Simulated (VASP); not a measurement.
Write the native input for VASP 6.6.1 that does the following.

```yaml
Task: single point
Functional: revPBE
Dispersion: D3(BJ)
Potentials_or_basis: VASP PAW PBE potentials, release 64 (In_d, As)
Cutoff: 520 eV
k_mesh: 4 × 4 × 4
Occupations: fermi-dirac, width 0.01 eV
Spin: no spin polarisation
Dipole_correction: no
Further_INCAR_settings: ALGO = Normal; EDIFF = 1e-06; NBANDS = 30
```

The structure of In3As lies in POSCAR:

```
In3As
1.0
    4.5682786317      0.0000000000      0.0000000000
    0.0000000000      4.5682786317      0.0000000000
    0.0000000000      0.0000000000      4.5682786317
In As
3 1
Direct
    0.0000000000      0.5000000000      0.5000000000
    0.5000000000      0.0000000000      0.5000000000
    0.5000000000      0.5000000000      0.0000000000
    0.0000000000      0.0000000000      0.0000000000
```

The input as run:

INCAR

```
PREC = Accurate
ENCUT = 520
EDIFF = 1E-6
ISMEAR = -1
SIGMA = 0.01
LREAL = False
LASPH = True
NELM = 80
ALGO = Normal
ISIF = 2
LWAVE = False
LCHARG = False
GGA = RE
IVDW = 12
NBANDS = 30
```

KPOINTS

```
Automatic mesh
0
Gamma
  4 4 4
```

Potentials or basis: VASP PAW PBE potentials, release 64 (In_d, As).

Run with:

```console
$ cat potpaw_PBE.64/In_d/POTCAR potpaw_PBE.64/As/POTCAR > POTCAR
$ mpirun -np 1 vasp_std > vasp.out
```

It gave:

```json
{"Pressure": "-0.1 GPa", "Band gap on the k mesh": "zero (bands 22 and 23 overlap by 4.25 eV)", "Dispersion energy per atom": "-0.687 eV"}
```

Caveat: the PAW data sets were made with another functional, which shifts forces and pressure a little; spin-orbit coupling is left out, which moves the levels of the heavy elements.

Wall time 54 s on 1 thread of Intel Xeon 8259CL, on a shared host, peak memory 0.21 GiB.
